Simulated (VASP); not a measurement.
TiN, 2 atoms in the cell. The structure is cubic, space group Fm-3m (No. 225). The conventional cell has a = 4.204 Å, b = 4.204 Å, c = 4.204 Å, α = 90.00°, β = 90.00°, γ = 90.00°. Ti (site symmetry m-3m) has 6 N at 2.10 Å within 2.8 Å. N (site symmetry m-3m) has 6 Ti at 2.10 Å within 2.8 Å. 

| Property | Result |
| --- | --- |
| Program | VASP 6.6.1 |
| Task | single point |
| Functional | r2SCAN |
| Potentials or basis | VASP PAW PBE potentials, release 64 (Ti_sv, N_h) |
| Cutoff | 910 eV |
| k mesh | 18 × 18 × 18 |
| Occupations | gaussian, width 0.1 eV |
| Spin | no spin polarisation |
| Dipole correction | no |
| Further INCAR settings | ALGO = Normal; EDIFF = 1e-06; NBANDS = 16 |

Potentials or basis: VASP PAW PBE potentials, release 64 (Ti_sv, N_h).

The run is started by

```console
$ cat potpaw_PBE.64/Ti_sv/POTCAR potpaw_PBE.64/N_h/POTCAR > POTCAR
$ cp INCAR.step1 INCAR
$ mpirun -np 1 vasp_std > vasp.out
$ cp INCAR.step2 INCAR
$ mpirun -np 1 vasp_std > vasp.out
```

Hardware: 1 thread of Intel(R) Xeon(R) Platinum 8259CL CPU @ 2.50GHz (Skylake/Cascade Lake), with other jobs on the host.

**Question.** How long does it take, and how much memory?

**Answer.** Run time: 9.9 min on 1 thread of Intel(R) Xeon(R) Platinum 8259CL CPU @ 2.50GHz (Skylake/Cascade Lake), on a shared host, peak memory 0.27 GiB. Counts: k points 195.
